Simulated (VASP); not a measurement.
# TiAl2 (Cmmm) in VASP: single point with PBEsol

Aim: the single point of TiAl2 with PBEsol.

Everything below comes from runs of VASP 6.6.1. Logs are shortened: lines on timing, memory, paths and dates and some standing lists are left out, and cuts for length are marked.

## (1) The cell of the first run

Symmetry: Cmmm, No. 65, orthorhombic system. The conventional cell has a = 3.933 Å, b = 12.150 Å, c = 4.008 Å, α = 90.00°, β = 90.00°, γ = 90.00°. Ti (site symmetry m2m) has 10 Al at 2.73 to 2.89 Å and 2 Ti at 3.01 Å within 3.6 Å. Within 3.6 Å of Al (site symmetry mmm) lie 4 Ti at 2.73 Å and 8 Al at 2.81 to 2.90 Å. Al (site symmetry m2m) has 6 Al at 2.72 to 2.90 Å and 6 Ti at 2.82 to 2.89 Å within 3.6 Å. Al (site symmetry mmm) has 4 Ti at 2.76 Å and 8 Al at 2.81 to 2.88 Å within 3.6 Å.

## (2) Single point, PBEsol

INCAR reads:

```
SYSTEM = TiAl2
PREC = Accurate
ENCUT = 520
EDIFF = 1E-7
ISMEAR = 0
SIGMA = 0.1
LREAL = .False.
LASPH = .True.
NELM = 80
ALGO = Fast
ISIF = 2
LWAVE = .False.
LCHARG = .False.
GGA = PS
NBANDS = 27
```

KPOINTS reads:

```
Automatic mesh
0
Gamma
  10 10 10
  0 0 0
```

POSCAR reads:

```
TiAl2
1.0
    1.9662829039     -6.0750837626      0.0000000000
    1.9662829039      6.0750837626      0.0000000000
    0.0000000000      0.0000000000      4.0084940771
Ti Al
2 4
Direct
    0.6560495652      0.3439504348      0.0000000000
    0.3439504348      0.6560495652      0.0000000000
    0.0000000000      0.0000000000      0.0000000000
    0.8270885008      0.1729114992      0.5000000000
    0.1729114992      0.8270885008      0.5000000000
    0.5000000000      0.5000000000      0.5000000000
```

Potentials or basis: VASP PAW PBE potentials, release 64 (Ti_sv, Al).

On the command line:

```bash
$ cat potpaw_PBE.64/Ti_sv/POTCAR potpaw_PBE.64/Al/POTCAR > POTCAR
$ mpirun -np 1 vasp_std > vasp.out
```

OUTCAR:

```text
SYSTEM = TiAl2
   PREC = Accurate
   ENCUT = 520
   EDIFF = 1E-7
   ISMEAR = 0
   LREAL = .False.
   LASPH = .True.
   NELM = 80
   ISIF = 2
   GGA = PS

 ion  position               nearest neighbor table
   1  0.656  0.344  0.000-   3 2.73   3 2.73   6 2.76   6 2.76   5 2.82   5 2.82   5 2.82   5 2.82
                             4 2.89   4 2.89
   2  0.344  0.656  0.000-   3 2.73   3 2.73   6 2.76   6 2.76   4 2.82   4 2.82   4 2.82   4 2.82
                             5 2.89   5 2.89
   3  0.000  0.000  0.000-   1 2.73   2 2.73   1 2.73   2 2.73   6 2.81   6 2.81   6 2.81   6 2.81
                             4 2.90   4 2.90   5 2.90   5 2.90
   4  0.827  0.173  0.500-   5 2.72   5 2.72   2 2.82   2 2.82   2 2.82   2 2.82   6 2.88   6 2.88
                             1 2.89   1 2.89   3 2.90   3 2.90
   5  0.173  0.827  0.500-   4 2.72   4 2.72   1 2.82   1 2.82   1 2.82   1 2.82   6 2.88   6 2.88
                             2 2.89   2 2.89   3 2.90   3 2.90
   6  0.500  0.500  0.500-   1 2.76   2 2.76   1 2.76   2 2.76   3 2.81   3 2.81   3 2.81   3 2.81
                             5 2.88   4 2.88   5 2.88   4 2.88

  LATTYP: Found a base centered orthorhombic cell.
 ALAT       =     3.9325658078
 B/A-ratio  =     3.0896285324
 C/A-ratio  =     1.0193075648

  Lattice vectors:

 A1 = (   1.9662829039,  -6.0750837626,   0.0000000000)
 A2 = (   1.9662829039,   6.0750837626,   0.0000000000)
 A3 = (   0.0000000000,   0.0000000000,   4.0084940771)

Analysis of symmetry for initial positions (statically):
=====================================================================
 Subroutine PRICEL returns:
 Original cell was already a primitive cell.

 Routine SETGRP: Setting up the symmetry group for a
 base centered orthorhombic supercell.

 Subroutine GETGRP returns: Found  8 space group operations
 (whereof  8 operations were pure point group operations)
 out of a pool of  8 trial point group operations.

The static configuration has the point symmetry D_2h.

Analysis of symmetry for dynamics (positions and initial velocities):
=====================================================================
 Subroutine PRICEL returns:
 Original cell was already a primitive cell.

 Routine SETGRP: Setting up the symmetry group for a
 base centered orthorhombic supercell.

 Subroutine GETGRP returns: Found  8 space group operations
 (whereof  8 operations were pure point group operations)
 out of a pool of  8 trial point group operations.

The dynamic configuration has the point symmetry D_2h.

 Subroutine INISYM returns: Found  8 space group operations
 (whereof  8 operations are pure point group operations),
 and found     1 'primitive' translations

----------------------------------------------------------------------------------------

                                     Primitive cell

  volume of cell :      95.7656

  direct lattice vectors                    reciprocal lattice vectors
     1.966282904 -6.075083763  0.000000000     0.254286908 -0.082303392  0.000000000
     1.966282904  6.075083763  0.000000000     0.254286908  0.082303392  0.000000000
     0.000000000  0.000000000  4.008494077     0.000000000  0.000000000  0.249470245

  length of vectors
     6.385366957  6.385366957  4.008494077     0.267274540  0.267274540  0.249470245

  position of ions in fractional coordinates (direct lattice)
     0.656049565  0.343950435  0.000000000
     0.343950435  0.656049565  0.000000000
     0.000000000  0.000000000  0.000000000
     0.827088501  0.172911499  0.500000000
     0.172911499  0.827088501  0.500000000
     0.500000000  0.500000000  0.500000000

  ion indices of the primitive-cell ions
   primitive index   ion index
                 1           1
                 2           2
                 3           3
                 4           4
                 5           5
                 6           6

----------------------------------------------------------------------------------------

 KPOINTS: Automatic mesh

Automatic generation of k-mesh.
 Grid dimensions read from file:
 generate k-points for:   10   10   10

 Generating k-lattice:

  Cartesian coordinates                     Fractional coordinates (reciprocal lattice)
     0.025428691 -0.008230339  0.000000000     0.100000000  0.000000000  0.000000000
     0.025428691  0.008230339  0.000000000     0.000000000  0.100000000  0.000000000
     0.000000000  0.000000000  0.024947025     0.000000000  0.000000000  0.100000000

  Length of vectors
     0.026727454  0.026727454  0.024947025

  Shift w.r.t. Gamma in fractional coordinates (k-lattice)
     0.000000000  0.000000000  0.000000000

 Subroutine IBZKPT returns following result:
 ===========================================

 Found    186 irreducible k-points:

 Following reciprocal coordinates:
            Coordinates               Weight
  0.000000  0.000000  0.000000      1.000000
  0.100000  0.000000  0.000000      4.000000
  0.200000  0.000000  0.000000      4.000000
  0.300000  0.000000  0.000000      4.000000
  0.400000  0.000000  0.000000      4.000000
  0.500000  0.000000  0.000000      2.000000
[... 16 lines left out ...]
  0.300000  0.300000  0.000000      2.000000
  0.400000  0.300000  0.000000      4.000000
 [... further k-points ...]
   k-points           NKPTS =    186   k-points in BZ     NKDIM =    186   number of bands    NBANDS=     27
   number of dos      NEDOS =    301   number of ions     NIONS =      6
   total plane-waves  NPLWV =  69120
   dimension x,y,z NGX =    48 NGY =   48 NGZ =   30
   dimension x,y,z NGXF=    96 NGYF=   96 NGZF=   60
   ions per type =               2   4
   NGX,Y,Z   is equivalent  to a cutoff of  12.50, 12.50, 12.44 a.u.
   NGXF,Y,Z  is equivalent  to a cutoff of  24.99, 24.99, 24.88 a.u.
 SYSTEM =  TiAl2
   PREC   = accura    normal or accurate (medium, high low for compatibility)
   ISTART =      0    job   : 0-new  1-cont  2-samecut
   ICHARG =      2    charge: 1-file 2-atom 10-const
   ISPIN  =      1    spin polarized calculation?
   LNONCOLLINEAR =      F non collinear calculations
   LSORBIT =      F    spin-orbit coupling
   LASPH  =      T    aspherical Exc in radial PAW
   ENCUT  =  520.0 eV  38.22 Ry    6.18 a.u.  11.87 11.87  7.45*2*pi/ulx,y,z
   NELM   =     80;   NELMIN=  2; NELMDL= -5     # of ELM steps
   EDIFF  = 0.1E-06   stopping-criterion for ELM
   LREAL  =      F    real-space projection
   EDIFFG = 0.1E-05   stopping-criterion for IOM
   NSW    =      0    number of steps for IOM
   IBRION =     -1    ionic relax: 0-MD 1-quasi-New 2-CG
   NFREE  =      0    steps in history (QN), initial steepest desc. (CG)
   ISIF   =      2    stress and relaxation
   ISYM   =      2    0-nonsym 1-usesym 2-fastsym
   POTIM  = 0.5000    time-step for ionic-motion
   TEBEG  =    0.0;   TEEND  =   0.0 temperature during run
   PSTRESS=    0.0 pullay stress
   NELECT =      36.0000    total number of electrons
   NUPDOWN=      -1.0000    fix difference up-down
   EMIN   =  10.00;   EMAX   =-10.00  energy-range for DOS
   EFERMI =   0.00;   METHOD = LEGACY
   ISMEAR =     0;   SIGMA  =   0.10  broadening in eV -4-tet -1-fermi 0-gaus
   EFERMI_NEDOS =   21; number of points for ismear=-14 and -15
   IALGO  =     68    algorithm
   IMIX   =      4    mixing-type and parameters
     AMIX     =   0.40;   BMIX     =  1.00
     AMIX_MAG =   1.60;   BMIX_MAG =  1.00
  volume/ion in A,a.u.               =      15.96       107.71
  Fermi-wavevector in a.u.,A,eV,Ry     =   1.181515  2.232739 18.993423  1.395977
  Thomas-Fermi vector in A             =   2.317787
   LORBIT       =      0    0 simple, 1 ext, 2 COOP (PROOUT), +10 PAW based schemes
   GGA     = PS    functional components
   LHFCALC =     F    Hartree Fock is set to
   AEXX    =    0.0000 exact exchange contribution
   IVDW    =     0    specifies the selected vdW correction
   LEPSILON=     F    determine dielectric tensor
   LRPA    =     F    only Hartree local field effects (RPA)
 non-spin polarized calculation
 RMM-DIIS sequential band-by-band and
 Gauss-broadening in eV      SIGMA  =   0.10
  energy-cutoff  :      520.00
  volume of cell :       95.77
 maximum number of plane-waves:      2614
   NGX = 23   NGY = 23   NGZ = 15

 number of electron      35.9999998 magnetization

 Free energy of the ion-electron system (eV)
  ---------------------------------------------------
  ext. energy  EPLUGINS =         0.00000000
  ---------------------------------------------------
  free energy    TOTEN  =       -35.63211351 eV

  energy without entropy =      -35.61873580  energy(sigma->0) =      -35.62542465

 E-fermi :   8.3900     XC(G=0): -10.9298

 val. band max:        8.3807416005   @ k =   0.4000   0.0000   0.3000
 cond. band min:       8.3931160036   @ k =  -0.2000   0.2000   0.3000
 fundamental gap:      0.0123744032
 Fermi energy:         8.3899581192

 k-point     1 :       0.0000    0.0000    0.0000
  band No.  band energies     occupation
      1     -48.1028      2.00000
      2     -48.0750      2.00000
      3     -24.5568      2.00000
      4     -24.5257      2.00000
      5     -24.5129      2.00000
      6     -24.4971      2.00000
[... 19 lines left out ...]
     26      11.8190      0.00000
     27      12.3178      0.00000

 k-point     2 :       0.1000    0.0000    0.0000
  band No.  band energies     occupation
      1     -48.1020      2.00000
      2     -48.0756      2.00000
      3     -24.5559      2.00000
      4     -24.5264      2.00000
      5     -24.5136      2.00000
      6     -24.5003      2.00000
[... 19 lines left out ...]
     26      12.3971      0.00000
     27      12.4749      0.00000

 k-point     3 :       0.2000    0.0000    0.0000
  band No.  band energies     occupation
      1     -48.0998      2.00000
      2     -48.0774      2.00000
      3     -24.5534      2.00000
      4     -24.5282      2.00000
      5     -24.5161      2.00000
      6     -24.5080      2.00000
[... 19 lines left out ...]
     26      12.4238      0.00000
     27      13.4839      0.00000

 k-point     4 :       0.3000    0.0000    0.0000
  band No.  band energies     occupation
      1     -48.0965      2.00000
      2     -48.0802      2.00000
      3     -24.5495      2.00000
      4     -24.5311      2.00000
      5     -24.5209      2.00000
      6     -24.5163      2.00000
[... 19 lines left out ...]
     26      12.0504      0.00000
     27      13.5991      0.00000

 k-point     5 :       0.4000    0.0000    0.0000
  band No.  band energies     occupation
      1     -48.0924      2.00000
      2     -48.0839      2.00000
      3     -24.5448      2.00000
      4     -24.5351      2.00000
      5     -24.5264      2.00000
      6     -24.5220      2.00000
[... 19 lines left out ...]
     26      11.6101      0.00000
     27      12.2703      0.00000

 k-point     6 :       0.5000    0.0000    0.0000
  band No.  band energies     occupation
      1     -48.0884      2.00000
      2     -48.0877      2.00000
      3     -24.5404      2.00000
      4     -24.5392      2.00000
      5     -24.5286      2.00000
      6     -24.5241      2.00000
[... 444 lines left out ...]
      1     -48.1016      2.00000
      2     -48.0760      2.00000
      3     -24.5553      2.00000
      4     -24.5270      2.00000
      5     -24.5070      2.00000
      6     -24.5008      2.00000
[... 19 lines left out ...]
     26      11.6977      0.00000
     27      12.3653      0.00000

 k-point    22 :      -0.2000    0.2000    0.0000
  band No.  band energies     occupation
      1     -48.1025      2.00000
      2     -48.0753      2.00000
      3     -24.5564      2.00000
      4     -24.5262      2.00000
      5     -24.5078      2.00000
      6     -24.4976      2.00000
[... 19 lines left out ...]
     26      11.8564      0.00000
     27      11.9258      0.00000

 k-point    23 :       0.3000    0.3000    0.0000
  band No.  band energies     occupation
      1     -48.0919      2.00000
      2     -48.0844      2.00000
      3     -24.5439      2.00000
      4     -24.5360      2.00000
      5     -24.5279      2.00000
      6     -24.5187      2.00000
[... 19 lines left out ...]
     26      11.4363      0.00000
     27      12.1089      0.00000

 k-point    24 :       0.4000    0.3000    0.0000
  band No.  band energies     occupation
      1     -48.0959      2.00000
      2     -48.0808      2.00000
      3     -24.5485      2.00000
      4     -24.5321      2.00000
      5     -24.5209      2.00000
      6     -24.5118      2.00000
[... 19 lines left out ...]
     26      11.5660      0.00000
     27      11.6799      0.00000

 [... further k-points ...]

------------------------ aborting loop because EDIFF is reached ----------------------------------------

  FORCE on cell =-STRESS in cart. coord.  units (eV):
  Direction    XX          YY          ZZ          XY          YZ          ZX
  --------------------------------------------------------------------------------------
  -------------------------------------------------------------------------------------
  Total       -1.5828016     -1.5818399     -1.6279367      0.0000000      0.0000000      0.0000000
  in kB      -26.4805837    -26.4644941    -27.2357021      0.0000000      0.0000000      0.0000000
  external PRESSURE =     -26.7269266 kB  Pullay stress =       0.0000000 kB

 VOLUME and BASIS-vectors are now :
 -----------------------------------------------------------------------------
  energy-cutoff  :      520.00
  volume of cell :       95.77
      direct lattice vectors                 reciprocal lattice vectors
     1.966282904 -6.075083763  0.000000000     0.254286908 -0.082303392  0.000000000
     1.966282904  6.075083763  0.000000000     0.254286908  0.082303392  0.000000000
     0.000000000  0.000000000  4.008494077     0.000000000  0.000000000  0.249470245

 POSITION                                       TOTAL-FORCE (eV/Angst)
 -----------------------------------------------------------------------------------
      1.96628     -1.89603      0.00000         0.000000     -0.008395     -0.000000
      1.96628      1.89603      0.00000         0.000000      0.008395      0.000000
      0.00000      0.00000      0.00000         0.000000      0.000000     -0.000000
      1.96628     -3.97418      2.00425         0.000000      0.026813     -0.000000
      1.96628      3.97418      2.00425         0.000000     -0.026813     -0.000000
      1.96628      0.00000      2.00425         0.000000      0.000000     -0.000000
 -----------------------------------------------------------------------------------
    total drift:                               -0.000000     -0.000000     -0.000000

  FREE ENERGIE OF THE ION-ELECTRON SYSTEM (eV)
  ---------------------------------------------------
  free  energy   TOTEN  =       -35.6321135083 eV

  energy  without entropy=      -35.6187357953  energy(sigma->0) =      -35.62542465
```

Wall time 25 min (1 thread of Intel Xeon Platinum 8488C (Sapphire Rapids), shared host); peak memory 0.54 GiB.

Results:

```
Free energy            : -35.6321 eV
Pressure               : -2.7 GPa
Largest force          : 0.027 eV/Å
Band gap on the k mesh : zero (bands 18 and 19 overlap by 1.50 eV)
```

Forces in eV/Å, atoms in the order of the input:
```
Ti   0.000 -0.008  0.000
Ti   0.000  0.008  0.000
Al   0.000  0.000  0.000
Al   0.000  0.027  0.000
Al   0.000 -0.027  0.000
Al   0.000  0.000  0.000
```

Caveat: the PAW data sets were made with another functional, which shifts forces and pressure a little.
